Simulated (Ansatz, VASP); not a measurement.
# ZnSe in VASP and in Ansatz

```
Zn Se
1.0
     0.00000    2.94572    2.69369
     2.94572    0.00000    2.69369
     2.94572    2.94572    0.00000
Zn Se
1 1
Direct
  0.00000 0.00000 0.00000
  0.25000 0.25000 0.25000
```

Change from the starting cell: epitaxial_xy strain +4.0%.

Alike in both runs: task single point; functional HSE06; k mesh 6 × 6 × 6; no spin polarisation.

|  | VASP | Ansatz |
| --- | --- | --- |
| version | VASP 6.6.1 | Ansatz 0.2.0 |
| potentials or method | VASP PAW PBE potentials, release 64 (Zn, Se) | plane waves, PAW |
| plane-wave cutoff (eV) | 520 | 420 |
| occupations | gaussian, width 0.01 eV | fixed |
| valence electrons in the cell | 18 | 28 |

```csv
,VASP,Ansatz,Ansatz less VASP
gap on the k mesh at the Fermi level (eV),2.07,2.08,+0.010
pressure (GPa),-0.7,-0.7,+0.02
"traceless stress, the component that is largest in VASP (GPa)",1.87,1.87,-0.003
```

VASP's potentials hold 18 valence electrons a cell and Ansatz's 28, so a difference there can come from the potentials and not from the codes. Ansatz's warnings: stress exchange threshold loose, stress scf threshold loose.
